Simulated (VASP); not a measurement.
Set up this calculation in VASP 6.6.1, as the native input.

```
Task                   : single point
Functional             : revPBE
Potentials or basis    : VASP PAW PBE potentials, release 64 (Zn)
Cutoff                 : 520 eV
k mesh                 : 17 × 17 × 8
Occupations            : fermi-dirac, width 0.1 eV
Spin                   : no spin polarisation
Dipole correction      : no
Further INCAR settings : ALGO = Normal; EDIFF = 1e-06; NBANDS = 19
```

The structure of Zn lies in POSCAR:

```
Zn
1.0
   -1.9694630210      1.6507273261      1.2992836523
    1.6507273261     -1.9694630210      1.2992836523
    3.2912891255      3.2912891255     -1.8830486612
Zn
2
Direct
    0.9471678800      0.0528321200      0.0000000000
    0.8028321200      0.1971678800      0.5000000000
```

This cell differs from its parent crystal: volume scaled by 0.92.

The input as run:

INCAR

```
SYSTEM = Zn
PREC = Accurate
ENCUT = 520
EDIFF = 1E-6
ISMEAR = -1
SIGMA = 0.1
LREAL = .FALSE.
LASPH = .TRUE.
NELM = 60
ALGO = Normal
ISIF = 2
LWAVE = .FALSE.
LCHARG = .FALSE.
GGA = RE
NBANDS = 19
```

KPOINTS

```
Automatic mesh
0
G
  17 17 8
  0 0 0
```

Potentials or basis: VASP PAW PBE potentials, release 64 (Zn).

Command:

```sh
$ cat potpaw_PBE.64/Zn/POTCAR > POTCAR
$ mpirun -np 1 vasp_std > vasp.out
```

Results of the run:

| Property | Result |
| --- | --- |
| Pressure | 7.2 GPa |
| Largest force | 0.060 eV/Å |
| Band gap on the k mesh | zero (band 12 reaches 5.19 eV, above the bottom of band 13 at 2.40 eV) |

Caveat: the PAW data sets were made with another functional, which shifts forces and pressure a little.

It took 3.9 min on 1 thread of Intel(R) Xeon(R) Platinum 8488C (Sapphire Rapids) (shared host), peak memory 0.38 GiB.
